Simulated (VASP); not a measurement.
# Bi (I4/mmm) in VASP: further runs, part 2 of 2

VASP 6.6.1.

## 4. Single point, LDA (strain +0.025 along x and y, -0.050 along z)

File INCAR:

```
SYSTEM = Bi
  PREC = Accurate
  ENCUT = 520
  EDIFF = 1E-7
  ISMEAR = 0
  SIGMA = 0.05
  LREAL = .FALSE.
  LASPH = .TRUE.
  NELM = 80
  ALGO = Fast
  ISIF = 2
  LWAVE = .FALSE.
  LCHARG = .FALSE.
  NBANDS = 14
```

File KPOINTS:

```
Automatic mesh
0
G
  10 10 10
  0 0 0
```

File POSCAR:

```
Bi
1.0
   -4.3639190500      4.3639190500      1.3590358000
    4.3639190500     -4.3639190500      1.3590358000
    4.3639190500      4.3639190500     -1.3590358000
Bi
1
Direct
    0.0000000000      0.0000000000      0.0000000000
```

Potentials or basis: VASP PAW LDA potentials, release 64 (Bi_d).

Run with:

```console
cat potpaw_LDA.64/Bi_d/POTCAR > POTCAR
mpirun -np 1 vasp_std > vasp.out
```

OUTCAR:

```text
SYSTEM = Bi
   PREC = Accurate
   ENCUT = 520
   EDIFF = 1E-7
   ISMEAR = 0
   LREAL = .FALSE.
   LASPH = .TRUE.
   NELM = 80
   ISIF = 2

 ion  position               nearest neighbor table
   1  0.000  0.000  0.000-

  LATTYP: Found a body centered tetragonal cell.
 ALAT       =     8.7278381000
 C/A-ratio  =     0.3114255293

  Lattice vectors:

 A1 = (  -4.3639190500,   4.3639190500,   1.3590358000)
 A2 = (   4.3639190500,  -4.3639190500,   1.3590358000)
 A3 = (   4.3639190500,   4.3639190500,  -1.3590358000)
[... 587 lines left out ...]
     14       8.4200      0.00000

 [... further k-points ...]

------------------------ aborting loop because EDIFF is reached ----------------------------------------

  FORCE on cell =-STRESS in cart. coord.  units (eV):
  Direction    XX          YY          ZZ          XY          YZ          ZX
  --------------------------------------------------------------------------------------
  -------------------------------------------------------------------------------------
  Total       -0.2238118     -0.2238118      1.2765619      0.0000000     -0.0000000     -0.0000000
  in kB       -3.4637725     -3.4637725     19.7564177      0.0000000     -0.0000000     -0.0000000
  external PRESSURE =       4.2762909 kB  Pullay stress =       0.0000000 kB

 VOLUME and BASIS-vectors are now :
 -----------------------------------------------------------------------------
  energy-cutoff  :      520.00
  volume of cell :      103.52
      direct lattice vectors                 reciprocal lattice vectors
    -4.363919050  4.363919050  1.359035800     0.000000000  0.114575911  0.367907895
     4.363919050 -4.363919050  1.359035800     0.114575911  0.000000000  0.367907895
     4.363919050  4.363919050 -1.359035800     0.114575911  0.114575911  0.000000000

 POSITION                                       TOTAL-FORCE (eV/Angst)
 -----------------------------------------------------------------------------------
      0.00000      0.00000      0.00000        -0.000000     -0.000000      0.000000
 -----------------------------------------------------------------------------------
    total drift:                               -0.000000     -0.000000      0.000000

  FREE ENERGIE OF THE ION-ELECTRON SYSTEM (eV)
  ---------------------------------------------------
  free  energy   TOTEN  =        -3.0559799259 eV

  energy  without entropy=       -3.0534850290  energy(sigma->0) =       -3.05473248
```

OSZICAR:

```text
N       E                     dE             d eps       ncg     rms          rms(c)
DAV:   1     0.111318963558E+03    0.11132E+03   -0.68744E+03  2864   0.849E+02
DAV:   2     0.405229356805E+01   -0.10727E+03   -0.10431E+03  3162   0.257E+02
DAV:   3    -0.286979494641E+01   -0.69221E+01   -0.68926E+01  3552   0.810E+01
DAV:   4    -0.306613679700E+01   -0.19634E+00   -0.19628E+00  3502   0.156E+01
DAV:   5    -0.307501688250E+01   -0.88801E-02   -0.88800E-02  4196   0.286E+00    0.648E-01
RMM:   6    -0.306135989057E+01    0.13657E-01   -0.99030E-03  3365   0.113E+00    0.348E-01
RMM:   7    -0.305563325491E+01    0.57266E-02   -0.14186E-02  3409   0.108E+00    0.545E-02
RMM:   8    -0.305586219796E+01   -0.22894E-03   -0.32300E-03  4382   0.575E-01    0.206E-02
RMM:   9    -0.305595928000E+01   -0.97082E-04   -0.78628E-04  3901   0.270E-01    0.221E-02
RMM:  10    -0.305596505782E+01   -0.57778E-05   -0.19387E-04  3490   0.198E-01    0.751E-03
RMM:  11    -0.305597739841E+01   -0.12341E-04   -0.12187E-04  4736   0.100E-01    0.615E-03
RMM:  12    -0.305597942325E+01   -0.20248E-05   -0.89914E-06  3732   0.298E-02    0.127E-03
RMM:  13    -0.305597987451E+01   -0.45126E-06   -0.36196E-06  4189   0.151E-02    0.728E-04
RMM:  14    -0.305597992590E+01   -0.51387E-07   -0.46799E-07  3566   0.574E-03
   1 F= -.30559799E+01 E0= -.30547325E+01  d E =-.249490E-02
```

stdout:

```text
POSCAR found type information on POSCAR Bi
 POSCAR found :  1 types and       1 ions
 scaLAPACK will be used
 LDA part: xc-table for (Slater(with rela. corr.)+CA(PZ))
 , standard interpolation
 POSCAR, INCAR and KPOINTS ok, starting setup
 FFT: planning ... GRIDC
 FFT: planning ... GRID_SOFT
 FFT: planning ... GRID
 WAVECAR not read
 entering main loop
```

Wall time 8.4 min (1 thread of Intel Xeon 8259CL, shared host); peak memory 0.32 GiB.

Results:

| Item | Value |
| --- | --- |
| Free energy | -3.0560 eV |
| Pressure | 0.4 GPa |
| Band gap on the k mesh | zero (an odd number of electrons rules out a gap without spin polarisation) |

Stress tensor (GPa, compression positive):
```
-0.35  0.00  0.00
 0.00 -0.35  0.00
 0.00  0.00  1.98
```

Levels at points of the mesh, in eV from the Fermi level:
```csv
k point,band 4,band 5,band 6,band 7,band 8,band 9,band 10,band 11,band 12,band 13
"(0.00, 0.00, 0.00)",-22.68,-22.68,-12.51,-1.94,-1.94,2.52,4.29,6.73,7.40,7.40
"(0.50, 0.00, 0.00)",-22.77,-22.43,-7.85,-4.57,1.99,2.00,6.18,6.32,8.17,9.17
"(0.50, 0.50, 0.00)",-22.68,-22.68,-12.50,-2.21,-1.91,3.50,4.63,5.45,7.01,7.30
"(0.50, 0.50, 0.50)",-22.68,-22.68,-12.49,-2.17,-2.17,3.74,5.87,5.87,6.33,7.65
```

Caveat: the cell differs from its parent crystal (strain +0.025 along x and y, -0.050 along z); spin-orbit coupling is left out, which moves the levels of the heavy elements.

## 5. Single point, LDA (strain +0.050 along x and y, -0.050 along z)

File INCAR:

```
  PREC = Accurate
  ENCUT = 520
  EDIFF = 1E-6
  ISMEAR = 0
  SIGMA = 0.05
  LREAL = F
  LASPH = T
  NELM = 80
  ALGO = Fast
  ISIF = 2
  LWAVE = F
  LCHARG = F
  GGA = CA
  NBANDS = 14
```

File KPOINTS:

```
regular mesh
0
Gamma
  10 10 10
```

File POSCAR:

```
Bi
1.0
   -4.4703561000      4.4703561000      1.3590358000
    4.4703561000     -4.4703561000      1.3590358000
    4.4703561000      4.4703561000     -1.3590358000
Bi
1
Direct
    0.0000000000      0.0000000000      0.0000000000
```

Potentials or basis: VASP PAW LDA potentials, release 64 (Bi_d).

Run with:

```console
cat potpaw_LDA.64/Bi_d/POTCAR > POTCAR
mpirun -np 1 vasp_std > vasp.out
```

OUTCAR:

```text
PREC = Accurate
   ENCUT = 520
   EDIFF = 1E-6
   ISMEAR = 0
   LREAL = F
   LASPH = T
   NELM = 80
   ISIF = 2
   GGA = CA

 ion  position               nearest neighbor table
   1  0.000  0.000  0.000-

  LATTYP: Found a body centered tetragonal cell.
 ALAT       =     8.9407122000
 C/A-ratio  =     0.3040106358

  Lattice vectors:

 A1 = (  -4.4703561000,   4.4703561000,   1.3590358000)
 A2 = (   4.4703561000,  -4.4703561000,   1.3590358000)
 A3 = (   4.4703561000,   4.4703561000,  -1.3590358000)

Analysis of symmetry for initial positions (statically):
=====================================================================
 Subroutine PRICEL returns:
 Original cell was already a primitive cell.

 Routine SETGRP: Setting up the symmetry group for a
 body centered tetragonal supercell.

 Subroutine GETGRP returns: Found 16 space group operations
 (whereof 16 operations were pure point group operations)
 out of a pool of 16 trial point group operations.

The static configuration has the point symmetry D_4h.

Analysis of symmetry for dynamics (positions and initial velocities):
=====================================================================
 Subroutine PRICEL returns:
 Original cell was already a primitive cell.

 Routine SETGRP: Setting up the symmetry group for a
 body centered tetragonal supercell.

 Subroutine GETGRP returns: Found 16 space group operations
 (whereof 16 operations were pure point group operations)
 out of a pool of 16 trial point group operations.

The dynamic configuration has the point symmetry D_4h.

 Subroutine INISYM returns: Found 16 space group operations
 (whereof 16 operations are pure point group operations),
 and found     1 'primitive' translations

----------------------------------------------------------------------------------------

                                     Primitive cell

  volume of cell :     108.6363

[... 114 lines left out ...]
   IVDW    =     0    specifies the selected vdW correction
   LEPSILON=     F    determine dielectric tensor
   LRPA    =     F    only Hartree local field effects (RPA)
 non-spin polarized calculation
 RMM-DIIS sequential band-by-band and
 Gauss-broadening in eV      SIGMA  =   0.05
  energy-cutoff  :      520.00
  volume of cell :      108.64
 maximum number of plane-waves:      2953
   NGX = 25   NGY = 25   NGZ = 25

 number of electron      15.0000002 magnetization

 Free energy of the ion-electron system (eV)
  ---------------------------------------------------
  ext. energy  EPLUGINS =         0.00000000
  ---------------------------------------------------
  free energy    TOTEN  =        -3.04684624 eV

  energy without entropy =       -3.04388571  energy(sigma->0) =       -3.04536597

 E-fermi :  -1.2377     XC(G=0):  -4.9312

 val. band max:       -1.2442156020   @ k =  -0.1000   0.4000   0.1000
 cond. band min:      -1.2329129601   @ k =  -0.1000   0.4000   0.1000
 fundamental gap:      0.0113026419
 Fermi energy:        -1.2376922062

 k-point     1 :       0.0000    0.0000    0.0000
  band No.  band energies     occupation
      1     -25.0491      2.00000
      2     -24.0624      2.00000
      3     -24.0622      2.00000
      4     -23.9207      2.00000
      5     -23.9207      2.00000
      6     -13.7427      2.00000
      7      -3.2010      2.00000
      8      -3.2010      2.00000
      9       1.3220      0.00000
     10       3.0467      0.00000
     11       5.3227      0.00000
     12       5.9990      0.00000
     13       5.9990      0.00000
     14       6.9433      0.00000
[... 377 lines left out ...]
      1     -24.2517      2.00000
      2     -24.2517      2.00000
      3     -24.1544      2.00000
      4     -24.0248      2.00000
      5     -24.0246      2.00000
      6     -11.8193      2.00000
      7      -1.3553      1.99912
      8      -1.1551      0.01951
      9      -0.8052      0.00000
     10       4.1996      0.00000
     11       4.9236      0.00000
     12       5.9592      0.00000
     13       7.1257      0.00000
     14       8.1134      0.00000

 [... further k-points ...]

------------------------ aborting loop because EDIFF is reached ----------------------------------------

  FORCE on cell =-STRESS in cart. coord.  units (eV):
  Direction    XX          YY          ZZ          XY          YZ          ZX
  --------------------------------------------------------------------------------------
  -------------------------------------------------------------------------------------
  Total       -0.1901748     -0.1901748      1.2692135      0.0000000     -0.0000000      0.0000000
  in kB       -2.8047126     -2.8047126     18.7184611      0.0000000     -0.0000000      0.0000000
  external PRESSURE =       4.3696787 kB  Pullay stress =       0.0000000 kB

 VOLUME and BASIS-vectors are now :
 -----------------------------------------------------------------------------
  energy-cutoff  :      520.00
  volume of cell :      108.64
      direct lattice vectors                 reciprocal lattice vectors
    -4.470356100  4.470356100  1.359035800     0.000000000  0.111847913  0.367907895
     4.470356100 -4.470356100  1.359035800     0.111847913  0.000000000  0.367907895
     4.470356100  4.470356100 -1.359035800     0.111847913  0.111847913  0.000000000

 POSITION                                       TOTAL-FORCE (eV/Angst)
 -----------------------------------------------------------------------------------
      0.00000      0.00000      0.00000         0.000000     -0.000000     -0.000000
 -----------------------------------------------------------------------------------
    total drift:                               -0.000000      0.000000      0.000000

  FREE ENERGIE OF THE ION-ELECTRON SYSTEM (eV)
  ---------------------------------------------------
  free  energy   TOTEN  =        -3.0468462364 eV

  energy  without entropy=       -3.0438857106  energy(sigma->0) =       -3.04536597
```

OSZICAR:

```text
N       E                     dE             d eps       ncg     rms          rms(c)
DAV:   1     0.110394159623E+03    0.11039E+03   -0.68350E+03  2888   0.838E+02
DAV:   2     0.401363987803E+01   -0.10638E+03   -0.10300E+03  3138   0.253E+02
DAV:   3    -0.286343558051E+01   -0.68771E+01   -0.68466E+01  3540   0.801E+01
DAV:   4    -0.305849252978E+01   -0.19506E+00   -0.19495E+00  3662   0.154E+01
DAV:   5    -0.306609229463E+01   -0.75998E-02   -0.75989E-02  4144   0.260E+00    0.650E-01
RMM:   6    -0.305231010516E+01    0.13782E-01   -0.95571E-03  3348   0.112E+00    0.348E-01
RMM:   7    -0.304647597386E+01    0.58341E-02   -0.13762E-02  3378   0.107E+00    0.549E-02
RMM:   8    -0.304671562519E+01   -0.23965E-03   -0.32293E-03  4378   0.563E-01    0.204E-02
RMM:   9    -0.304681727728E+01   -0.10165E-03   -0.76196E-04  3898   0.252E-01    0.188E-02
RMM:  10    -0.304683234733E+01   -0.15070E-04   -0.16209E-04  3478   0.181E-01    0.909E-03
RMM:  11    -0.304684209861E+01   -0.97513E-05   -0.10018E-04  4516   0.925E-02    0.515E-03
RMM:  12    -0.304684590789E+01   -0.38093E-05   -0.96274E-06  3616   0.279E-02    0.127E-03
RMM:  13    -0.304684623637E+01   -0.32848E-06   -0.25003E-06  2955   0.145E-02
   1 F= -.30468462E+01 E0= -.30453660E+01  d E =-.296053E-02
```

Wall time 7.2 min (1 thread of Intel Xeon 8259CL, shared host); peak memory 0.33 GiB.

Results:

```
Free energy            : -3.0468 eV
Pressure               : 0.4 GPa
Band gap on the k mesh : zero (an odd number of electrons rules out a gap without spin polarisation)
```

Stress tensor (GPa, compression positive):
```
-0.28  0.00  0.00
 0.00 -0.28  0.00
 0.00  0.00  1.87
```

Caveat: the cell differs from its parent crystal (strain +0.050 along x and y, -0.050 along z); spin-orbit coupling is left out, which moves the levels of the heavy elements.

## 6. Single point, LDA (strain +0.050 along x and y, +0.000 along z)

File INCAR:

```
SYSTEM = Bi
  PREC = Accurate
  ENCUT = 520
  EDIFF = 1E-7
  ISMEAR = 0
  SIGMA = 0.05
  LREAL = .FALSE.
  LASPH = .TRUE.
  NELM = 100
  ALGO = Fast
  ISIF = 2
  LWAVE = .FALSE.
  LCHARG = .TRUE.
  GGA = CA
  LELF = .TRUE.
  LVHAR = .TRUE.
  NBANDS = 14
```

File KPOINTS:

```
regular mesh
0
G
  10 10 10
  0 0 0
```

File POSCAR:

```
Bi
1.0
   -4.4703561000      4.4703561000      1.4305640000
    4.4703561000     -4.4703561000      1.4305640000
    4.4703561000      4.4703561000     -1.4305640000
Bi
1
Direct
    0.0000000000      0.0000000000      0.0000000000
```

Potentials or basis: VASP PAW LDA potentials, release 64 (Bi_d).

Run with:

```console
cat potpaw_LDA.64/Bi_d/POTCAR > POTCAR
mpirun -np 1 vasp_std > vasp.out
```

OUTCAR:

```text
SYSTEM = Bi
   PREC = Accurate
   ENCUT = 520
   EDIFF = 1E-7
   ISMEAR = 0
   LREAL = .FALSE.
   LASPH = .TRUE.
   NELM = 100
   ISIF = 2
   GGA = CA

 ion  position               nearest neighbor table
   1  0.000  0.000  0.000-

  LATTYP: Found a body centered tetragonal cell.
 ALAT       =     8.9407122000
 C/A-ratio  =     0.3200111955

  Lattice vectors:

 A1 = (  -4.4703561000,   4.4703561000,   1.4305640000)
 A2 = (   4.4703561000,  -4.4703561000,   1.4305640000)
 A3 = (   4.4703561000,   4.4703561000,  -1.4305640000)
[... 588 lines left out ...]

 [... further k-points ...]

------------------------ aborting loop because EDIFF is reached ----------------------------------------

  FORCE on cell =-STRESS in cart. coord.  units (eV):
  Direction    XX          YY          ZZ          XY          YZ          ZX
  --------------------------------------------------------------------------------------
  -------------------------------------------------------------------------------------
  Total       -0.1765206     -0.1765206     -0.7692252      0.0000000      0.0000000      0.0000000
  in kB       -2.4731731     -2.4731731    -10.7773644      0.0000000      0.0000000      0.0000000
  external PRESSURE =      -5.2412368 kB  Pullay stress =       0.0000000 kB

 VOLUME and BASIS-vectors are now :
 -----------------------------------------------------------------------------
  energy-cutoff  :      520.00
  volume of cell :      114.35
      direct lattice vectors                 reciprocal lattice vectors
    -4.470356100  4.470356100  1.430564000     0.000000000  0.111847913  0.349512500
     4.470356100 -4.470356100  1.430564000     0.111847913  0.000000000  0.349512500
     4.470356100  4.470356100 -1.430564000     0.111847913  0.111847913  0.000000000

 POSITION                                       TOTAL-FORCE (eV/Angst)
 -----------------------------------------------------------------------------------
      0.00000      0.00000      0.00000         0.000000      0.000000     -0.000000
 -----------------------------------------------------------------------------------
    total drift:                                0.000000      0.000000      0.000000

  FREE ENERGIE OF THE ION-ELECTRON SYSTEM (eV)
  ---------------------------------------------------
  free  energy   TOTEN  =        -3.0345553469 eV

  energy  without entropy=       -3.0260924246  energy(sigma->0) =       -3.03032389
```

OSZICAR:

```text
N       E                     dE             d eps       ncg     rms          rms(c)
DAV:   1     0.108383780762E+03    0.10838E+03   -0.67781E+03  2864   0.835E+02
DAV:   2     0.373902626422E+01   -0.10464E+03   -0.10197E+03  3084   0.248E+02
DAV:   3    -0.288914659687E+01   -0.66282E+01   -0.65827E+01  3630   0.786E+01
DAV:   4    -0.307381615186E+01   -0.18467E+00   -0.18435E+00  3600   0.150E+01
DAV:   5    -0.308122322079E+01   -0.74071E-02   -0.74068E-02  4054   0.260E+00    0.109E+00
RMM:   6    -0.303678431038E+01    0.44439E-01   -0.38266E-02  3282   0.139E+00    0.275E-01
RMM:   7    -0.303480216335E+01    0.19821E-02   -0.78094E-03  3870   0.903E-01    0.150E-01
RMM:   8    -0.303441216936E+01    0.38999E-03   -0.41171E-03  3942   0.569E-01    0.490E-02
RMM:   9    -0.303451156888E+01   -0.99400E-04   -0.11084E-03  4274   0.361E-01    0.151E-02
RMM:  10    -0.303453923911E+01   -0.27670E-04   -0.26327E-04  4480   0.134E-01    0.878E-03
RMM:  11    -0.303455421594E+01   -0.14977E-04   -0.41359E-05  3633   0.775E-02    0.107E-02
RMM:  12    -0.303455310915E+01    0.11068E-05   -0.21126E-05  4022   0.459E-02    0.168E-03
RMM:  13    -0.303455505232E+01   -0.19432E-05   -0.63039E-06  4317   0.207E-02    0.762E-04
RMM:  14    -0.303455533131E+01   -0.27899E-06   -0.11856E-06  3546   0.808E-03    0.525E-04
RMM:  15    -0.303455534692E+01   -0.15614E-07   -0.30218E-07  3180   0.440E-03
   1 F= -.30345553E+01 E0= -.30303239E+01  d E =-.846292E-02
```

stdout:

```text
POSCAR found type information on POSCAR Bi
 POSCAR found :  1 types and       1 ions
 scaLAPACK will be used
 LDA part: xc-table for (Slater(with rela. corr.)+CA(PZ))
 , standard interpolation
 POSCAR, INCAR and KPOINTS ok, starting setup
 FFT: planning ... GRIDC
 FFT: planning ... GRID_SOFT
 FFT: planning ... GRID
 WAVECAR not read
 entering main loop
```

It took 11 min on 1 thread of Intel Xeon 8259CL, shared host; peak memory 0.34 GiB.

Results:

* Free energy: -3.0346 eV
* Pressure: -0.5 GPa
* Band gap on the k mesh: zero (an odd number of electrons rules out a gap without spin polarisation)

Caveat: the cell differs from its parent crystal (strain +0.050 along x and y, +0.000 along z); spin-orbit coupling is left out, which moves the levels of the heavy elements.

## 7. Summary

| cell | further INCAR settings | gap on the mesh (eV) | pressure (GPa) |
| --- | --- | --- | --- |
| a = 6.180 Å, angles 92.9, 92.9, 153.9°, 1 atom | ALGO = Fast; EDIFF = 1e-06; NBANDS = 14 | none | -0.6 |
| a = 6.060 Å, angles 93.5, 93.5, 151.3°, 1 atom | ALGO = Fast; EDIFF = 1e-07; NBANDS = 14 | none | -1.2 |
| a = 6.319 Å, angles 92.7, 92.7, 155.2°, 1 atom | ALGO = Fast; EDIFF = 1e-07; NBANDS = 14 | none | 0.4 |
| a = 6.466 Å, angles 92.5, 92.5, 155.7°, 1 atom | ALGO = Fast; EDIFF = 1e-06; NBANDS = 14 | none | 0.4 |
| a = 6.482 Å, angles 92.8, 92.8, 154.5°, 1 atom | ALGO = Fast; EDIFF = 1e-07; NBANDS = 14 | none | -0.5 |

Alike in all rows: task single point; level LDA; potentials or basis VASP PAW LDA potentials, release 64 (Bi_d); no spin polarisation; k mesh 10 × 10 × 10; cutoff (eV) 520; smearing gaussian 0.05 eV.

Caveats: spin-orbit coupling is left out, which moves the levels of the heavy elements.

Absolute energies hang on the potentials; compare differences alone.

The gap in the log of VASP goes by the Fermi energy; the results here count the filled bands.